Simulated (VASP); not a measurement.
Set up this calculation in VASP 6.6.1, as the native input.

```yaml
Task: single point
Functional: PBE
Potentials_or_basis: VASP PAW PBE potentials, release 64 (Cd, S)
Cutoff: 520 eV
k_mesh: 8 × 8 × 8
Occupations: gaussian, width 0.05 eV
Spin: no spin polarisation
Dipole_correction: no
Further_INCAR_settings: ALGO = Normal; EDIFF = 1e-06; NBANDS = 16
```

The structure of CdS lies in POSCAR:

```
CdS
1.0
    0.0000000000      2.9100000000      2.9100000000
    2.9100000000      0.0000000000      2.9100000000
    2.9100000000      2.9100000000      0.0000000000
Cd S
1 1
Direct
    0.0000000000      0.0000000000      0.0000000000
    0.6953267953      0.7500000000      0.7500000000
```

This cell differs from its parent crystal: all S atoms moved +0.225 Å, as atom 2 towards its neighbour atom 2 (S) at 4.115 Å.

These files were run (other wordings do the same):

INCAR

```
SYSTEM = CdS
ALGO = Normal
EDIFF = 1E-6
ENCUT = 520
GGA = PE
ISIF = 2
ISMEAR = 0
LASPH = .True.
LCHARG = .True.
LELF = .True.
LREAL = .False.
LVHAR = .True.
LWAVE = .False.
NBANDS = 16
NELM = 60
PREC = Accurate
SIGMA = 0.05
```

KPOINTS

```
k-points
0
Gamma
  8 8 8
  0 0 0
```

Potentials or basis: VASP PAW PBE potentials, release 64 (Cd, S).

Launch:

```console
$ cat potpaw_PBE.64/Cd/POTCAR potpaw_PBE.64/S/POTCAR > POTCAR
$ mpirun -np 1 vasp_std > vasp.out
```

It gave:

```json
{"Pressure": "5.0 GPa", "Largest force": "1.419 eV/Å", "Band gap on the k mesh": "1.17 eV, direct"}
```

Caveat: the cell differs from its parent crystal (all S atoms moved +0.225 Å, as atom 2 towards its neighbour atom 2 (S) at 4.115 Å); forces of over 1 eV/Å act on the atoms, so gaps and moduli don't describe the material at rest.

It took 42 s on 1 thread of Intel(R) Xeon(R) 6975P-C (Granite Rapids), on a shared host, peak memory 0.26 GiB.
